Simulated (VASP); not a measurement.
Here is a VASP 6.6.1 calculation.

INCAR

```
SYSTEM = W4Se3
PREC     = Accurate       ! precision mode
ENCUT    = 600            ! plane-wave cutoff, eV
EDIFF    = 1E-7           ! SCF threshold, eV
ISMEAR   = 0              ! smearing method
SIGMA    = 0.1            ! smearing width, eV
LREAL    = .FALSE.        ! projectors in reciprocal space
LASPH    = .TRUE.         ! aspherical terms in the spheres
NELM     = 60             ! most SCF steps
ALGO     = Normal         ! electronic algorithm
ISIF     = 3              ! what is computed and relaxed
LWAVE    = .FALSE.        ! write WAVECAR
LCHARG   = .FALSE.        ! write CHGCAR
GGA      = PE             ! functional
IBRION   = 2              ! ionic algorithm
NSW      = 100            ! ionic steps
EDIFFG   = -0.01          ! ionic threshold
```

The input KPOINTS:

```
Automatic mesh
0
G
  8 8 8
  0 0 0
```

File POSCAR:

```
W4Se3
1.0
    5.0551624299      0.0000000000      0.0000000000
    0.0000000000      5.0551624299      0.0000000000
    0.0000000000      0.0000000000      5.0551624299
W Se
4 3
Direct
    0.5000000000      0.0000000000      0.0000000000
    0.0000000000      0.5000000000      0.0000000000
    0.0000000000      0.0000000000      0.5000000000
    0.5000000000      0.5000000000      0.5000000000
    0.0000000000      0.5000000000      0.5000000000
    0.5000000000      0.0000000000      0.5000000000
    0.5000000000      0.5000000000      0.0000000000
```

Potentials or basis: VASP PAW PBE potentials, release 64 (W_sv, Se).

Command:

```sh
$ cat potpaw_PBE.64/W_sv/POTCAR potpaw_PBE.64/Se/POTCAR > POTCAR
$ mpirun -np 1 vasp_std > vasp.out
```

(1) What does it give for the space group after relaxing (to 0.1 Å)?

(2) What does it give for the band gap on the k mesh?

(3) Predict the relaxed volume.

(4) Predict the relaxed cell.

Results:

(1) Pm-3m (No. 221).

(2) zero (bands 37 and 38 overlap by 0.94 eV).

(3) 18.48 Å³/atom.

(4) a = 5.057 Å, b = 5.057 Å, c = 5.057 Å, α = 90.00°, β = 90.00°, γ = 90.00°.

Caveat: the cell differs from its parent crystal (atoms taken out); spin-orbit coupling is left out, which moves the levels of the heavy elements.
